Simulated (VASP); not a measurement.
# Al2O3 (P-3m1) in VASP: further runs, part 2 of 2

VASP 6.6.1. The steps go on from the part before.

**4. Single point, PBE**

This run uses another cell than the first one, of 10.88 Å³/atom.

INCAR

```
PREC     = Accurate       # precision mode
ENCUT    = 520            # plane-wave cutoff, eV
EDIFF    = 1E-6           # SCF threshold, eV
ISMEAR   = 0              # smearing method
SIGMA    = 0.01           # smearing width, eV
LREAL    = False          # projectors in reciprocal space
LASPH    = True           # aspherical terms in the spheres
NELM     = 80             # most SCF steps
ALGO     = Normal         # electronic algorithm
ISIF     = 2              # what is computed and relaxed
LWAVE    = False          # write WAVECAR
LCHARG   = True           # write CHGCAR
GGA      = PE             # functional
LELF     = True           # ELF
LVHAR    = True         
NBANDS   = 20             # bands
```

KPOINTS

```
Automatic mesh
0
Gamma
  9 9 4
```

POSCAR

```
Al2O3
1.0
    2.8882293876      0.0000000000      0.0000000000
   -1.4441146938      2.5012800216      0.0000000000
    0.0000000000      0.0000000000      7.5302795115
Al O
2 3
Direct
    0.3333333333      0.6666666667      0.1827987277
    0.6666666667      0.3333333333      0.8172012723
    0.0000000000      0.0000000000      0.0000000000
    0.3333333333      0.6666666667      0.7268084417
    0.6666666667      0.3333333333      0.2731915583
```

Potentials or basis: VASP PAW PBE potentials, release 64 (Al, O).

Started as:

```
cat potpaw_PBE.64/Al/POTCAR potpaw_PBE.64/O/POTCAR > POTCAR
mpirun -np 1 vasp_std > vasp.out
```

OUTCAR:

```text
PREC = Accurate
   ENCUT = 520
   EDIFF = 1E-6
   ISMEAR = 0
   LREAL = False
   LASPH = True
   NELM = 80
   ISIF = 2
   GGA = PE

 ion  position               nearest neighbor table
   1  0.333  0.667  0.183-   5 1.80   5 1.80   5 1.80   3 2.16   3 2.16   3 2.16   2 3.22   2 3.22
                             2 3.22
   2  0.667  0.333  0.817-   4 1.80   4 1.80   4 1.80   3 2.16   3 2.16   3 2.16   1 3.22   1 3.22
                             1 3.22
   3  0.000  0.000  0.000-   1 2.16   2 2.16   1 2.16   2 2.16   2 2.16   1 2.16
   4  0.333  0.667  0.727-   2 1.80   2 1.80   2 1.80
   5  0.667  0.333  0.273-   1 1.80   1 1.80   1 1.80

  LATTYP: Found a hexagonal cell.
 ALAT       =     2.8882293876
 C/A-ratio  =     2.6072304173

  Lattice vectors:

 A1 = (   2.8882293876,   0.0000000000,   0.0000000000)
 A2 = (  -1.4441146938,   2.5012800216,   0.0000000000)
 A3 = (   0.0000000000,   0.0000000000,   7.5302795115)

Analysis of symmetry for initial positions (statically):
=====================================================================
 Subroutine PRICEL returns:
 Original cell was already a primitive cell.
[... 173 lines left out ...]
  free energy    TOTEN  =       -36.47707355 eV

  energy without entropy =      -36.47707355  energy(sigma->0) =      -36.47707355

 E-fermi :   3.2682     XC(G=0): -10.0289

 val. band max:        3.2122432353   @ k =   0.1111   0.1111   0.0000
 cond. band min:       7.9528218705   @ k =   0.0000   0.0000   0.0000
 fundamental gap:      4.7405786352
 Fermi energy:         3.2681806731

 k-point     1 :       0.0000    0.0000    0.0000
  band No.  band energies     occupation
      1     -15.7283      2.00000
      2     -14.5227      2.00000
      3     -13.4298      2.00000
      4      -1.8783      2.00000
      5       0.8130      2.00000
      6       1.5676      2.00000
[... 541 lines left out ...]
     19      16.4315      0.00000
     20      17.3869      0.00000

 [... further k-points ...]
[... 5 lines left out ...]
  --------------------------------------------------------------------------------------
  -------------------------------------------------------------------------------------
  Total        0.0506264      0.0506264     -0.0590810      0.0000000      0.0000000     -0.0000000
  in kB        1.4910154      1.4910154     -1.7400167      0.0000000      0.0000000     -0.0000000
  external PRESSURE =       0.4140047 kB  Pullay stress =       0.0000000 kB

 VOLUME and BASIS-vectors are now :
 -----------------------------------------------------------------------------
  energy-cutoff  :      520.00
  volume of cell :       54.40
      direct lattice vectors                 reciprocal lattice vectors
     2.888229388  0.000000000  0.000000000     0.346232887  0.199897651  0.000000000
    -1.444114694  2.501280022  0.000000000     0.000000000  0.399795301  0.000000000
     0.000000000  0.000000000  7.530279511     0.000000000  0.000000000  0.132797195

 POSITION                                       TOTAL-FORCE (eV/Angst)
 -----------------------------------------------------------------------------------
     -0.00000      1.66752      1.37653         0.000000      0.000000      0.040300
      1.44411      0.83376      6.15375        -0.000000      0.000000     -0.040300
      0.00000      0.00000      0.00000         0.000000      0.000000     -0.000000
     -0.00000      1.66752      5.47307        -0.000000      0.000000      0.029102
      1.44411      0.83376      2.05721         0.000000     -0.000000     -0.029102
 -----------------------------------------------------------------------------------
    total drift:                                0.000000      0.000000     -0.000000

  FREE ENERGIE OF THE ION-ELECTRON SYSTEM (eV)
  ---------------------------------------------------
  free  energy   TOTEN  =       -36.4770735503 eV

  energy  without entropy=      -36.4770735503  energy(sigma->0) =      -36.47707355
```

stdout:

```text
POSCAR found type information on POSCAR AlO
 POSCAR found :  2 types and       5 ions
 scaLAPACK will be used
 LDA part: xc-table for (Slater+PW92), standard interpolation
 POSCAR, INCAR and KPOINTS ok, starting setup
 FFT: planning ... GRIDC
 FFT: planning ... GRID_SOFT
 FFT: planning ... GRID
 WAVECAR not read
 entering main loop
```

It took 61 s on 1 thread of Intel Xeon 8259CL, shared host; peak memory 0.19 GiB.

Results:

| Property | Result |
| --- | --- |
| Free energy | -36.4771 eV |
| Pressure | 0.0 GPa |
| Largest force | 0.040 eV/Å |
| Band gap on the k mesh | 4.74 eV (least direct gap 4.87 eV) |

Forces in eV/Å, atoms in the order of the input:
```
Al   0.000  0.000  0.040
Al   0.000  0.000 -0.040
O    0.000  0.000  0.000
O    0.000  0.000  0.029
O    0.000  0.000 -0.029
```

A k mesh can miss the band edges.

**5. Single point, PBE (11.21 Å³/atom)**

This run uses another cell than the first one, of 11.21 Å³/atom.

INCAR: that of step 4 with these lines changed.

```diff
@@ -7,3 +7,3 @@
 LASPH    = True           # aspherical terms in the spheres
-NELM     = 80             # most SCF steps
+NELM     = 60             # most SCF steps
 ALGO     = Normal         # electronic algorithm
@@ -11,6 +11,4 @@
 LWAVE    = False          # write WAVECAR
-LCHARG   = True           # write CHGCAR
+LCHARG   = False          # write CHGCAR
 GGA      = PE             # functional
-LELF     = True           # ELF
-LVHAR    = True         
 NBANDS   = 20             # bands
```

KPOINTS

```
regular mesh
0
Gamma
  9 9 4
```

POSCAR: that of step 4 with these lines changed.

```diff
@@ -2,5 +2,5 @@
 1.0
-    2.8882293876      0.0000000000      0.0000000000
-   -1.4441146938      2.5012800216      0.0000000000
-    0.0000000000      0.0000000000      7.5302795115
+    2.9168275780      0.0000000000      0.0000000000
+   -1.4584137890      2.5260467810      0.0000000000
+    0.0000000000      0.0000000000      7.6048415835
 Al O
```

Started as:

```
cat potpaw_PBE.64/Al/POTCAR potpaw_PBE.64/O/POTCAR > POTCAR
mpirun -np 1 vasp_std > vasp.out
```

It took 75 s on 1 thread of Intel Xeon 8259CL, shared host; peak memory 0.19 GiB.

It converged, with:

- Free energy: -36.4540 eV
- Pressure: -4.9 GPa
- Largest force: 0.356 eV/Å
- Band gap on the k mesh: 4.48 eV (least direct gap 4.60 eV)

Forces on the atoms (eV/Å):
```
Al   0.000  0.000  0.128
Al   0.000  0.000 -0.128
O    0.000  0.000  0.000
O    0.000  0.000  0.356
O    0.000  0.000 -0.356
```

Stress tensor (GPa, compression positive):
```
-5.59  0.00  0.00
 0.00 -5.59  0.00
 0.00  0.00 -3.41
```

Levels at points of the mesh, in eV from the valence-band top:
| k point | band 9 | band 10 | band 11 | band 12 | band 13 | band 14 | band 15 | band 16 |
| --- | --- | --- | --- | --- | --- | --- | --- | --- |
| (0.00, 0.00, 0.00) | -1.32 | -0.72 | -0.72 | -0.12 | 4.48 | 7.48 | 7.82 | 11.03 |
| (0.00, 0.00, 0.50) | -1.32 | -0.73 | -0.73 | -0.58 | 4.96 | 6.90 | 7.88 | 11.32 |

Caveat: the cell stands under tension. A k mesh can miss the band edges.

**6. Single point, PBE (11.53 Å³/atom)**

This run uses another cell than the first one, of 11.53 Å³/atom.

INCAR

```
  PREC = Accurate
  ENCUT = 520
  EDIFF = 1E-6
  ISMEAR = 0
  SIGMA = 0.01
  LREAL = F
  LASPH = T
  NELM = 100
  ALGO = Normal
  ISIF = 2
  LWAVE = F
  LCHARG = F
  GGA = PE
  NBANDS = 20
```

KPOINTS

```
Automatic mesh
0
Gamma
  9 9 4
```

POSCAR: that of step 5 with these lines changed.

```diff
@@ -2,5 +2,5 @@
 1.0
-    2.9168275780      0.0000000000      0.0000000000
-   -1.4584137890      2.5260467810      0.0000000000
-    0.0000000000      0.0000000000      7.6048415835
+    2.9448757177      0.0000000000      0.0000000000
+   -1.4724378588      2.5503371825      0.0000000000
+    0.0000000000      0.0000000000      7.6779695463
 Al O
```

Potentials or basis: VASP PAW PBE potentials, release 64 (Al, O).

Started as:

```
cat potpaw_PBE.64/Al/POTCAR potpaw_PBE.64/O/POTCAR > POTCAR
mpirun -np 1 vasp_std > vasp.out
```

Run time: 66 s. Hardware: 1 thread of Intel Xeon 8259CL, shared host; peak memory 0.19 GiB.

It converged, with:

```yaml
Free_energy: -36.3844 eV
Pressure: -9.1 GPa
Largest_force: 0.646 eV/Å
Band_gap_on_the_k_mesh: 4.24 eV (least direct gap 4.35 eV)
```

Forces in eV/Å, atoms in the order of the input:
```
Al   0.000  0.000  0.204
Al   0.000  0.000 -0.204
O    0.000  0.000  0.000
O    0.000  0.000  0.646
O    0.000  0.000 -0.646
```

Stress tensor (GPa, compression positive):
```
-10.53   0.00   0.00
  0.00 -10.53   0.00
  0.00   0.00  -6.18
```

Levels at points of the mesh, in eV from the valence-band top:
| k point | band 9 | band 10 | band 11 | band 12 | band 13 | band 14 | band 15 | band 16 |
| --- | --- | --- | --- | --- | --- | --- | --- | --- |
| (0.00, 0.00, 0.00) | -1.32 | -0.70 | -0.70 | -0.11 | 4.24 | 7.30 | 7.49 | 10.87 |
| (0.00, 0.00, 0.50) | -1.31 | -0.70 | -0.70 | -0.55 | 4.71 | 6.64 | 7.67 | 11.08 |

Caveat: the cell stands under tension. A k mesh can miss the band edges.

**7. Overview**

| cell | gap on the mesh (eV) | pressure (GPa) | largest force (eV/Å) |
| --- | --- | --- | --- |
| a = 2.829, b = 2.829, c = 7.377 Å, angles 90.0, 90.0, 120.0°, 5 atoms | 5.30 | 12.4 | 0.76 |
| a = 2.859, b = 2.859, c = 7.454 Å, angles 90.0, 90.0, 120.0°, 5 atoms | 5.01 | 5.8 | 0.34 |
| a = 2.888, b = 2.888, c = 7.530 Å, angles 90.0, 90.0, 120.0°, 5 atoms | 4.74 | 0.0 | 0.04 |
| a = 2.917, b = 2.917, c = 7.605 Å, angles 90.0, 90.0, 120.0°, 5 atoms | 4.48 | -4.9 | 0.36 |
| a = 2.945, b = 2.945, c = 7.678 Å, angles 90.0, 90.0, 120.0°, 5 atoms | 4.24 | -9.1 | 0.65 |

Alike in all rows: task single point; level PBE; potentials or basis VASP PAW PBE potentials, release 64 (Al, O); no spin polarisation; k mesh 9 × 9 × 4; cutoff (eV) 520; smearing gaussian 0.01 eV.

Caveats: the cell stands under tension (at least some runs); the stress differs along the axes, from 8 to 15 GPa (at least some runs); the cell stands under pressure (at least some runs).

Total energies depend on the potentials used, so only differences within one code and one set of settings carry meaning.
